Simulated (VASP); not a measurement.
Input of a VASP 6.6.1 run:

File INCAR:

```
PREC = Accurate ; ENCUT = 520
EDIFF = 1E-6 ; ISMEAR = 0
SIGMA = 0.02 ; LREAL = F
LASPH = T ; NELM = 150
ALGO = Normal ; ISIF = 2
LWAVE = F ; LCHARG = F
ISPIN = 2 ; MAGMOM = 2.88 0.24
LORBIT = 11 ; LMAXMIX = 4
LDAU = T ; LDAUTYPE = 2
LDAUL = 2 -1 ; LDAUU = 3.32 0
LDAUJ = 0 0 ; LDAUPRINT = 1
GGA = PE ; NBANDS = 18
```

File KPOINTS:

```
Automatic mesh
0
Gamma
  12 12 12
```

The input POSCAR:

```
CoO
1.0
    1.5053762128      0.8691293617      2.4230115091
   -1.5053762128      0.8691293617      2.4230115091
    0.0000000000     -1.7382587233      2.4230115092
Co O
1 1
Direct
    0.0000000000      0.0000000000      0.0000000000
    0.5000000000      0.5000000000      0.5000000000
```

Potentials or basis: VASP PAW PBE potentials, release 64 (Co, O).

Command:

```console
$ cat potpaw_PBE.64/Co/POTCAR potpaw_PBE.64/O/POTCAR > POTCAR
$ mpirun -np 1 vasp_std > vasp.out
```

(1) What does it give for the band gap on the k mesh?

(2) What does it give for the pressure?

## Answers

(1) zero (filled and empty bands overlap).

(2) 3.1 GPa.

Caveat: the cell stands under pressure; a cell with one magnetic atom can't hold antiferromagnetic order, which such compounds often take.
